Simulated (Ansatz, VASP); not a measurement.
**HfO2 in VASP and in Ansatz**

Contents of INCAR:

```
SYSTEM = HfO2
  ALGO = Normal
  EDIFF = 1E-7
  ENCUT = 520
  GGA = PE
  ISIF = 2
  ISMEAR = -1
  LASPH = .True.
  LCHARG = .False.
  LREAL = .False.
  LWAVE = .False.
  NBANDS = 18
  NELM = 100
  PREC = Accurate
  SIGMA = 0.01
```

The input KPOINTS:

```
k-points
0
Gamma
  9 9 9
  0 0 0
```

Contents of POSCAR:

```
HfO2
1.0
    0.0000000000      2.5575000000      2.5063500000
    2.5575000000      0.0000000000      2.5063500000
    2.5575000000      2.5575000000      0.0000000000
Hf O
1 2
Direct
    0.0000000000      0.0000000000      0.0000000000
    0.2500000000      0.2500000000      0.2500000000
    0.7500000000      0.7500000000      0.7500000000
```

Input for Ansatz:

```yaml
crystal:
  lattice:
    - [0.0, 2.5575, 2.50635]
    - [2.5575, 0.0, 2.50635]
    - [2.5575, 2.5575, 0.0]
  atoms:
    - { symbol: Hf, position: [0.0, 0.0, 0.0] }
    - { symbol: O, position: [0.25, 0.25, 0.25] }
    - { symbol: O, position: [0.75, 0.75, 0.75] }
kpoints:
  mp_grid: { grid: [9, 9, 9] }
  band_path:
    path:
      - [0.0, 0.0, 0.0]
      - [0.0, 0.5, 0.5]
      - [0.25, 0.75, 0.5]
      - [0.0, 0.5, 0.0]
      - [0.0, 0.0, 0.0]
      - [0.5, 0.5, 0.0]
      - [0.3801541025, 0.6198458975, 0.0]
      - [-0.3801541025, 0.3801541025, 0.0]
      - [0.0, 0.0, 0.0]
    npoints: 5
scf:
  occupations: { method: fermi_dirac, width: 0.01 }
hamiltonian:
  xc: pbe
  pseudopotentials: { kind: all_electron, lapw: { basis_error: 0.001 } }
output:
  forces: true
  stress: true
  eigenvalues: true
```

Change from the starting cell: zz strain of -2 %.

Alike in both runs: task single point; functional PBE; k mesh 9 × 9 × 9; occupations fermi-dirac, width 0.01 eV; no spin polarisation.

|  | VASP | Ansatz |
| --- | --- | --- |
| version | VASP 6.6.1 | Ansatz 0.2.0 |
| potentials or method | VASP PAW PBE potentials, release 64 (Hf_pv, O), cutoff 520 eV | all-electron LAPW, scalar-relativistic |

Ansatz gave:

* gap on the k mesh at the Fermi level (eV): 3.66
* pressure (GPa): 2.5
* traceless stress, the component that is largest in VASP (GPa): 6.14

Task: Estimate VASP's values.

Result: gap on the k mesh at the Fermi level (eV): 3.66; pressure (GPa): -1.2; traceless stress, the component that is largest in VASP (GPa): 6.24.

Ansatz ran all-electron here, and VASP with PAW potentials.

Neither program's run includes spin-orbit coupling.
